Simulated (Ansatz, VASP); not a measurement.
**SnO in VASP and in Ansatz**

File INCAR:

```
ALGO     = Normal         # electronic algorithm
DIPOL    = 0.5 0.5 0.408
EDIFF    = 1E-6           # SCF threshold, eV
ENCUT    = 520            # plane-wave cutoff, eV
GGA      = PE             # functional
IDIPOL   = 3            
ISIF     = 2              # what is computed and relaxed
ISMEAR   = 0              # smearing method
IVDW     = 12             # dispersion correction
LASPH    = True           # aspherical terms in the spheres
LCHARG   = True           # write CHGCAR
LDIPOL   = True         
LELF     = True           # ELF
LREAL    = False          # projectors in reciprocal space
LVACPOTAV= True         
LVHAR    = True         
LWAVE    = False          # write WAVECAR
NBANDS   = 50             # bands
NELM     = 60             # most SCF steps
PREC     = Accurate       # precision mode
SIGMA    = 0.05           # smearing width, eV
```

KPOINTS

```
k-points
0
Gamma
  7 7 1
```

File POSCAR:

```
SnO
1.0
    3.8201527101      0.0002954416      0.0000000000
   -0.0003145269      3.8201527086      0.0000000000
    0.0000000000      0.0000000000     22.2260751773
Sn O
4 4
Direct
    0.9999452874      0.9999452874      0.2024648960
    0.4999452874      0.4999452874      0.3087831537
    0.6249452874      0.8749452874      0.5067488299
    1.1249452874      1.3749452874      0.6130670876
    0.9999461031      0.4999461031      0.2556240249
    0.4999461031      0.9999461031      0.2556240249
    0.6249444717      1.3749444717      0.5599079587
    1.1249444717      0.8749444717      0.5599079587
```

Input for Ansatz:

```yaml
crystal:
  lattice:
    - [3.8201527101, 0.0002954416, 0.0]
    - [-0.0003145269, 3.8201527086, 0.0]
    - [0.0, 0.0, 22.2260751773]
  atoms:
    - { symbol: Sn, position: [0.9999452874, 0.9999452874, 0.202464896] }
    - { symbol: O, position: [0.9999461031, 0.4999461031, 0.2556240249] }
    - { symbol: O, position: [0.4999461031, 0.9999461031, 0.2556240249] }
    - { symbol: Sn, position: [0.4999452874, 0.4999452874, 0.3087831537] }
    - { symbol: Sn, position: [0.6249452874, 0.8749452874, 0.5067488299] }
    - { symbol: O, position: [0.6249444717, 1.3749444717, 0.5599079587] }
    - { symbol: O, position: [1.1249444717, 0.8749444717, 0.5599079587] }
    - { symbol: Sn, position: [1.1249452874, 1.3749452874, 0.6130670876] }
basis:
  ecutwfc: 420
kpoints:
  mp_grid: { grid: [7, 7, 1] }
hamiltonian:
  xc: pbe
  pseudopotentials: { kind: paw, azcp: { folder: soft_1 } }
  dispersion: d3bj
scf:
  occupations: { method: gaussian, width: 0.05 }
output:
  forces: true
  eigenvalues: true
efield:
  axis: 3
  dipole_correction: true
  ramp_width: 0.04
```

Alike in both runs: task single point; functional PBE; dispersion D3(BJ); k mesh 7 × 7 × 1; occupations gaussian, width 0.05 eV; no spin polarisation.

|  | VASP | Ansatz |
| --- | --- | --- |
| version | VASP 6.6.1 | Ansatz 0.2.0 |
| potentials or method | VASP PAW PBE potentials, release 64 (Sn_d, O), cutoff 520 eV | scalar-relativistic, plane waves, PAW |
| valence electrons in the cell | 80 | 80 |

```tsv
	VASP	Ansatz	Ansatz less VASP
gap on the k mesh at the Fermi level (eV)	2.58	2.63	+0.044
least direct gap on the mesh (eV)	2.61	2.65	+0.042
rms of the force components (eV/Å)	0.048	0.015	-0.0333
```
